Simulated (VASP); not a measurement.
Wanted: the native input for a VASP 6.6.1 run.

- Task: single point
- Functional: PBE
- Potentials or basis: VASP PAW PBE potentials, release 64 (Be, S, O)
- Cutoff: 520 eV
- k mesh: 6 × 6 × 4
- Occupations: gaussian, width 0.1 eV
- Spin: collinear spin, ferromagnetic start
- Starting moments: [0.0, 0.0, 0.0, 1.0, 1.0, 1.0] μB
- Dipole correction: no
- Further INCAR settings: ALGO = Normal; EDIFF = 1e-06; NBANDS = 27

The structure of Be2SO3 lies in POSCAR:

```
Be2SO3
1.0
    4.7917806182      0.0000000033      0.0000000000
   -2.3958903119      4.1498037431      0.0000000000
    0.0000000000      0.0000000000      2.4800027173
Be S O
2 1 3
Direct
    0.3333333333      0.6666666667      0.5000000000
    0.6666666667      0.3333333333      0.5000000000
    0.0000000000      0.0000000000      0.0000000000
    0.5000000000      0.0000000000      0.0000000000
    0.0000000000      0.5000000000      0.0000000000
    0.5000000000      0.5000000000      0.0000000000
```

The cell was built from a structure type or drawn by symmetry, and may not be a known phase.

These files were run (other wordings do the same):

INCAR

```
  ALGO = Normal
  EDIFF = 1E-6
  ENCUT = 520
  GGA = PE
  ISIF = 2
  ISMEAR = 0
  ISPIN = 2
  LASPH = T
  LCHARG = F
  LORBIT = 11
  LREAL = F
  LWAVE = F
  MAGMOM = 0 0 0 1 1 1
  NBANDS = 27
  NELM = 150
  PREC = Accurate
  SIGMA = 0.1
```

KPOINTS

```
k-points
0
Gamma
  6 6 4
```

Potentials or basis: VASP PAW PBE potentials, release 64 (Be, S, O).

Launch:

```console
$ cat potpaw_PBE.64/Be/POTCAR potpaw_PBE.64/S/POTCAR potpaw_PBE.64/O/POTCAR > POTCAR
$ mpirun -np 1 vasp_std > vasp.out
```

Results of the run:

```json
{"Pressure": "0.2 GPa", "Band gap on the k mesh": "zero (filled and empty bands overlap)", "Net moment": "0.00 μB per cell", "Valence electrons inside the program's atomic spheres": "Be 0.86; S 3.40; O 5.01"}
```

Caveat: the k points lie up to 0.63 Å⁻¹ apart, too coarse for converged energies and pressures of a metal.

Wall time 28 s on 1 thread of AMD EPYC 9R45 96-Core Processor (Zen 5), with other jobs on the host, peak memory 0.16 GiB.
